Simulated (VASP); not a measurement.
Wanted: the native input for a VASP 6.6.1 run.

```
Task                   : relaxation of cell and atoms
Functional             : PBE
Potentials or basis    : VASP PAW PBE potentials, release 64 (Al, Pd)
Cutoff                 : 600 eV
k mesh                 : 6 × 6 × 2
Occupations            : gaussian, width 0.1 eV
Spin                   : no spin polarisation
Dipole correction      : no
Further INCAR settings : ALGO = Normal; EDIFF = 1e-06; IBRION = 2; EDIFFG = -0.04; NSW = 90; ISIF = 3
```

The structure of AlPd4 lies in POSCAR:

```
AlPd4
1.0
    2.8891903600      0.0000000000      0.0000000000
   -1.4445951800      2.5021122500      0.0000000000
    0.0000000000      0.0000000000      9.2901378300
Al Pd
1 4
Direct
    0.0000000000      0.0000000000      0.0000000000
    0.3333333300      0.6666666700      0.8658552800
    0.3333333300      0.6666666700      0.3767953500
    0.6666666700      0.3333333300      0.1341447200
    0.6666666700      0.3333333300      0.6232046500
```

The input as run:

INCAR

```
SYSTEM = AlPd4
PREC     = Accurate       ! precision mode
ENCUT    = 600            ! plane-wave cutoff, eV
EDIFF    = 1E-6           ! SCF threshold, eV
ISMEAR   = 0              ! smearing method
SIGMA    = 0.1            ! smearing width, eV
LREAL    = .False.        ! projectors in reciprocal space
LASPH    = .True.         ! aspherical terms in the spheres
NELM     = 100            ! most SCF steps
ALGO     = Normal         ! electronic algorithm
ISIF     = 3              ! what is computed and relaxed
LWAVE    = .False.        ! write WAVECAR
LCHARG   = .False.        ! write CHGCAR
GGA      = PE             ! functional
IBRION   = 2              ! ionic algorithm
NSW      = 90             ! ionic steps
EDIFFG   = -0.04          ! ionic threshold
```

KPOINTS

```
regular mesh
0
Gamma
  6 6 2
  0 0 0
```

Potentials or basis: VASP PAW PBE potentials, release 64 (Al, Pd).

Launch:

```sh
$ cat potpaw_PBE.64/Al/POTCAR potpaw_PBE.64/Pd/POTCAR > POTCAR
$ mpirun -np 1 vasp_std > vasp.out
```

Results of the run:

| Property | Result |
| --- | --- |
| Relaxed volume | 15.15 Å³/atom |
| Relaxed cell | a = 2.845 Å, b = 2.845 Å, c = 10.811 Å, α = 90.00°, β = 90.00°, γ = 120.00° |
| Space group after relaxing (to 0.05 Å) | P-3m1 (No. 164) |
| Energy gained by relaxing | 1073.7 meV/atom |
| Ionic steps | 15 |
| Pressure after relaxing | -0.1 GPa |
| Largest force after relaxing | 0.030 eV/Å |

Caveat: the k points lie up to 0.43 Å⁻¹ apart in the final cell.

Wall time 12 min on 1 thread of AMD EPYC 7571 (shared host), peak memory 0.19 GiB.
